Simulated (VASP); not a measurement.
# Al2InN3 (P-3m1) in VASP: notebook

Al2InN3 is run at these levels: PBE; tasks: single point.

Program: VASP 6.6.1. These are calculated values, not measurements. Logs are shortened: lines on timing, memory, paths and dates and some standing lists are left out, and cuts for length are marked.

## Step 1: The cell of the first run

It takes space group P-3m1 (No. 164, trigonal). Conventional cell: a = 3.027 Å, b = 3.027 Å, c = 7.519 Å, α = 90.00°, β = 90.00°, γ = 120.00°. Al (site symmetry 3m) has 6 N at 2.07 to 2.10 Å within 2.7 Å. Within 3.0 Å of In (site symmetry -3m) lie 6 N at 2.29 Å. Within 2.7 Å of N (site symmetry 3m) lie 3 Al at 2.07 Å and 3 In at 2.29 Å. Within 2.8 Å of N (site symmetry -3m) lie 6 Al at 2.10 Å.

## Step 2: Single point, PBE

Contents of INCAR:

```
SYSTEM = Al2InN3
PREC     = Accurate       ! precision mode
ENCUT    = 520            ! plane-wave cutoff, eV
EDIFF    = 1E-7           ! SCF threshold, eV
ISMEAR   = 0              ! smearing method
SIGMA    = 0.02           ! smearing width, eV
LREAL    = .False.        ! projectors in reciprocal space
LASPH    = .True.         ! aspherical terms in the spheres
NELM     = 60             ! most SCF steps
ALGO     = Normal         ! electronic algorithm
ISIF     = 2              ! what is computed and relaxed
LWAVE    = .False.        ! write WAVECAR
LCHARG   = .False.        ! write CHGCAR
GGA      = PE             ! functional
NBANDS   = 26             ! bands
```

Contents of KPOINTS:

```
Automatic mesh
0
Gamma
  12 12 4
  0 0 0
```

Contents of POSCAR:

```
Al2InN3
1.0
    3.0274760975      0.0000000000      0.0000000000
   -1.5137380488      2.6218712098      0.0000000000
    0.0000000000      0.0000000000      7.5186077160
Al In N
2 1 3
Direct
    0.3333333333      0.6666666667      0.6555061716
    0.6666666667      0.3333333333      0.3444938284
    0.0000000000      0.0000000000      0.0000000000
    0.3333333333      0.6666666667      0.1968219867
    0.6666666667      0.3333333333      0.8031780133
    0.0000000000      0.0000000000      0.5000000000
```

Potentials or basis: VASP PAW PBE potentials, release 64 (Al, In_d, N).

Command:

```
$ cat potpaw_PBE.64/Al/POTCAR potpaw_PBE.64/In_d/POTCAR potpaw_PBE.64/N/POTCAR > POTCAR
$ mpirun -np 1 vasp_std > vasp.out
```

OUTCAR:

```text
SYSTEM = Al2InN3
   PREC = Accurate
   ENCUT = 520
   EDIFF = 1E-7
   ISMEAR = 0
   LREAL = .False.
   LASPH = .True.
   NELM = 60
   ISIF = 2
   GGA = PE

 ion  position               nearest neighbor table
   1  0.333  0.667  0.656-   5 2.07   5 2.07   5 2.07   6 2.10   6 2.10   6 2.10   2 2.92   2 2.92
                             2 2.92   3 3.12   3 3.12   3 3.12
   2  0.667  0.333  0.344-   4 2.07   4 2.07   4 2.07   6 2.10   6 2.10   6 2.10   1 2.92   1 2.92
                             1 2.92   3 3.12   3 3.12   3 3.12
   3  0.000  0.000  0.000-   4 2.29   5 2.29   5 2.29   4 2.29   5 2.29   4 2.29   1 3.12   2 3.12
                             1 3.12   2 3.12   2 3.12   1 3.12
   4  0.333  0.667  0.197-   2 2.07   2 2.07   2 2.07   3 2.29   3 2.29   3 2.29
   5  0.667  0.333  0.803-   1 2.07   1 2.07   1 2.07   3 2.29   3 2.29   3 2.29
   6  0.000  0.000  0.500-   1 2.10   2 2.10   2 2.10   1 2.10   2 2.10   1 2.10

  LATTYP: Found a hexagonal cell.
 ALAT       =     3.0274760975
 C/A-ratio  =     2.4834573334

  Lattice vectors:

 A1 = (   3.0274760975,   0.0000000000,   0.0000000000)
 A2 = (  -1.5137380488,   2.6218712098,   0.0000000000)
 A3 = (   0.0000000000,   0.0000000000,   7.5186077160)

Analysis of symmetry for initial positions (statically):
=====================================================================
 Subroutine PRICEL returns:
 Original cell was already a primitive cell.

 Routine SETGRP: Setting up the symmetry group for a
 hexagonal supercell.

 Subroutine GETGRP returns: Found 12 space group operations
 (whereof 12 operations were pure point group operations)
 out of a pool of 24 trial point group operations.

The static configuration has the point symmetry D_3d.

Analysis of symmetry for dynamics (positions and initial velocities):
=====================================================================
 Subroutine PRICEL returns:
 Original cell was already a primitive cell.

 Routine SETGRP: Setting up the symmetry group for a
 hexagonal supercell.

 Subroutine GETGRP returns: Found 12 space group operations
 (whereof 12 operations were pure point group operations)
 out of a pool of 24 trial point group operations.

The dynamic configuration has the point symmetry D_3d.

 Subroutine INISYM returns: Found 12 space group operations
 (whereof 12 operations are pure point group operations),
 and found     1 'primitive' translations

----------------------------------------------------------------------------------------

                                     Primitive cell

  volume of cell :      59.6801

  direct lattice vectors                    reciprocal lattice vectors
[... 104 lines left out ...]
   TEBEG  =    0.0;   TEEND  =   0.0 temperature during run
   PSTRESS=    0.0 pullay stress
   NELECT =      34.0000    total number of electrons
   NUPDOWN=      -1.0000    fix difference up-down
   EMIN   =  10.00;   EMAX   =-10.00  energy-range for DOS
   EFERMI =   0.00;   METHOD = LEGACY
   ISMEAR =     0;   SIGMA  =   0.02  broadening in eV -4-tet -1-fermi 0-gaus
   EFERMI_NEDOS =   21; number of points for ismear=-14 and -15
   IALGO  =     38    algorithm
   IMIX   =      4    mixing-type and parameters
     AMIX     =   0.40;   BMIX     =  1.00
     AMIX_MAG =   1.60;   BMIX_MAG =  1.00
  volume/ion in A,a.u.               =       9.95        67.12
  Fermi-wavevector in a.u.,A,eV,Ry     =   1.357140  2.564623 25.059603  1.841829
  Thomas-Fermi vector in A             =   2.484084
   LORBIT       =      0    0 simple, 1 ext, 2 COOP (PROOUT), +10 PAW based schemes
   GGA     = PE    functional components
   LHFCALC =     F    Hartree Fock is set to
   AEXX    =    0.0000 exact exchange contribution
   IVDW    =     0    specifies the selected vdW correction
   LEPSILON=     F    determine dielectric tensor
   LRPA    =     F    only Hartree local field effects (RPA)
 non-spin polarized calculation
 Gauss-broadening in eV      SIGMA  =   0.02
  energy-cutoff  :      520.00
  volume of cell :       59.68
 maximum number of plane-waves:      1634
 NGX is ok and might be reduce to    24

 number of electron      33.9999993 magnetization

 Free energy of the ion-electron system (eV)
  ---------------------------------------------------
  ext. energy  EPLUGINS =         0.00000000
  ---------------------------------------------------
  free energy    TOTEN  =       -38.50399455 eV

  energy without entropy =      -38.50399455  energy(sigma->0) =      -38.50399455

 E-fermi :   9.5533     XC(G=0): -12.1194

 val. band max:        9.4420251097   @ k =   0.0000   0.0000   0.5000
 cond. band min:      11.8043439869   @ k =   0.5000   0.0000   0.0000
 fundamental gap:      2.3623188771
 Fermi energy:         9.5532853203

 k-point     1 :       0.0000    0.0000    0.0000
  band No.  band energies     occupation
      1      -7.0651      2.00000
      2      -5.4894      2.00000
      3      -5.0915      2.00000
      4      -4.6632      2.00000
      5      -4.6632      2.00000
      6      -4.6505      2.00000
[... 685 lines left out ...]
     25      20.6431      0.00000
     26      20.8618      0.00000

 [... further k-points ...]

------------------------ aborting loop because EDIFF is reached ----------------------------------------

  FORCE on cell =-STRESS in cart. coord.  units (eV):
  Direction    XX          YY          ZZ          XY          YZ          ZX
  --------------------------------------------------------------------------------------
  -------------------------------------------------------------------------------------
  Total       -0.0156188     -0.0156188     -0.0064998      0.0000000      0.0000000      0.0000000
  in kB       -0.4193037     -0.4193037     -0.1744945      0.0000000      0.0000000      0.0000000
  external PRESSURE =      -0.3377006 kB  Pullay stress =       0.0000000 kB

 VOLUME and BASIS-vectors are now :
 -----------------------------------------------------------------------------
  energy-cutoff  :      520.00
  volume of cell :       59.68
      direct lattice vectors                 reciprocal lattice vectors
     3.027476098  0.000000000  0.000000000     0.330308140  0.190703494  0.000000000
    -1.513738049  2.621871210  0.000000000     0.000000000  0.381406988  0.000000000
     0.000000000  0.000000000  7.518607716     0.000000000  0.000000000  0.133003348

 POSITION                                       TOTAL-FORCE (eV/Angst)
 -----------------------------------------------------------------------------------
     -0.00000      1.74791      4.92849        -0.000000      0.000000      0.002161
      1.51374      0.87396      2.59011        -0.000000      0.000000     -0.002161
      0.00000      0.00000      0.00000         0.000000      0.000000      0.000000
     -0.00000      1.74791      1.47983         0.000000      0.000000      0.031740
      1.51374      0.87396      6.03878        -0.000000     -0.000000     -0.031740
      0.00000      0.00000      3.75930         0.000000      0.000000      0.000000
 -----------------------------------------------------------------------------------
    total drift:                               -0.000000      0.000000      0.000000

  FREE ENERGIE OF THE ION-ELECTRON SYSTEM (eV)
  ---------------------------------------------------
  free  energy   TOTEN  =       -38.5039945474 eV

  energy  without entropy=      -38.5039945474  energy(sigma->0) =      -38.50399455
```

stdout:

```text
POSCAR found type information on POSCAR AlInN
 POSCAR found :  3 types and       6 ions
 scaLAPACK will be used
 LDA part: xc-table for (Slater+PW92), standard interpolation
 POSCAR, INCAR and KPOINTS ok, starting setup
 FFT: planning ... GRIDC
 FFT: planning ... GRID_SOFT
 FFT: planning ... GRID
 WAVECAR not read
 entering main loop
```

Wall time 65 s (1 thread of AMD EPYC 9R45 (Zen 5), shared host); peak memory 0.22 GiB.

What came out:

```yaml
Free_energy: -38.5040 eV
Pressure: 0.0 GPa
Largest_force: 0.032 eV/Å
Band_gap_on_the_k_mesh: 2.36 eV, indirect (least direct gap 2.69 eV)
```

Forces in eV/Å, atoms in the order of the input:
```
Al   0.000  0.000  0.002
Al   0.000  0.000 -0.002
In   0.000  0.000  0.000
N    0.000  0.000  0.032
N    0.000  0.000 -0.032
N    0.000  0.000  0.000
```

Caveat: spin-orbit coupling is left out, which moves the levels of the heavy elements. As with any semilocal functional, this PBE gap is likely too small.

## Step 3: Single point, PBE

This run uses another cell than the first one: it holds 12 atoms, not 6.

Contents of INCAR:

```
SYSTEM = Al2InN3
PREC = Accurate
ENCUT = 520
EDIFF = 1E-7
ISMEAR = 0
SIGMA = 0.1
LREAL = .FALSE.
LASPH = .TRUE.
NELM = 100
ALGO = Normal
ISIF = 2
LWAVE = .FALSE.
LCHARG = .FALSE.
GGA = PE
NBANDS = 46
```

Contents of KPOINTS:

```
regular mesh
0
G
  4 4 2
  0 0 0
```

Contents of POSCAR:

```
Al2InN3
1.0
    3.0274760975      0.0000000000      0.0000000000
    0.0000000000      5.2437424196      0.0000000000
    0.0000000000      0.0000000000      7.5186077160
Al In N
4 2 6
Direct
    1.0000000000      0.3333333333      0.6555061716
    0.5000000000      0.8333333333      0.6555061716
    0.5000000000      0.1666666667      0.3444938284
    1.0000000000      0.6666666667      0.3444938284
    0.5000000000      0.5000000000      1.0000000000
    0.0000000000      0.0000000000      0.0000000000
    1.0000000000      0.3333333333      0.1968219867
    0.5000000000      0.8333333333      0.1968219867
    0.5000000000      0.1666666667      0.8031780133
    1.0000000000      0.6666666667      0.8031780133
    0.5000000000      0.5000000000      0.5000000000
    0.0000000000      0.0000000000      0.5000000000
```

Potentials or basis: VASP PAW PBE potentials, release 64 (Al, In_d, N).

Command:

```
$ cat potpaw_PBE.64/Al/POTCAR potpaw_PBE.64/In_d/POTCAR potpaw_PBE.64/N/POTCAR > POTCAR
$ mpirun -np 1 vasp_std > vasp.out
```

It took 69 s on 1 thread of AMD EPYC 9R45 (Zen 5), shared host; peak memory 0.22 GiB.

Results (log left out):

* Free energy: -76.9251 eV
* Pressure: -0.1 GPa
* Largest force: 0.048 eV/Å
* Band gap on the k mesh: 2.34 eV

Forces on the atoms (eV/Å):
```
Al   0.000 -0.005  0.006
Al   0.000 -0.005  0.006
Al   0.000  0.005 -0.006
Al   0.000  0.005 -0.006
In   0.000  0.000  0.000
In   0.000  0.000  0.000
N    0.000 -0.004  0.048
N    0.000 -0.004  0.048
N    0.000  0.004 -0.048
N    0.000  0.004 -0.048
N    0.000  0.000  0.000
N    0.000  0.000  0.000
```

Stress tensor (GPa, compression positive):
```
 0.28  0.00  0.00
 0.00 -0.34 -0.08
 0.00 -0.08 -0.27
```

Levels at points of the mesh, in eV from the valence-band top:
| k point | band 32 | band 33 | band 34 | band 35 | band 36 | band 37 |
| --- | --- | --- | --- | --- | --- | --- |
| (0.00, 0.00, 0.00) | -0.26 | -0.26 | -0.25 | 2.34 | 2.42 | 4.91 |
| (0.50, 0.00, 0.00) | -2.14 | -0.53 | -0.53 | 3.78 | 3.78 | 5.85 |
| (0.00, 0.50, 0.00) | -0.69 | -0.34 | -0.34 | 3.79 | 3.79 | 5.77 |
| (0.50, 0.50, 0.00) | -1.28 | -1.12 | -1.12 | 2.34 | 2.34 | 4.91 |
| (0.00, 0.00, 0.50) | -0.47 | -0.01 | -0.01 | 3.37 | 3.71 | 3.90 |
| (0.50, 0.00, 0.50) | -1.50 | -1.39 | -1.39 | 4.13 | 4.13 | 6.25 |
| (0.00, 0.50, 0.50) | -0.92 | -0.28 | -0.28 | 3.72 | 3.72 | 5.88 |
| (0.50, 0.50, 0.50) | -0.57 | -0.47 | -0.47 | 3.37 | 3.37 | 3.90 |

Caveat: the k points lie up to 0.52 Å⁻¹ apart; spin-orbit coupling is left out, which moves the levels of the heavy elements.
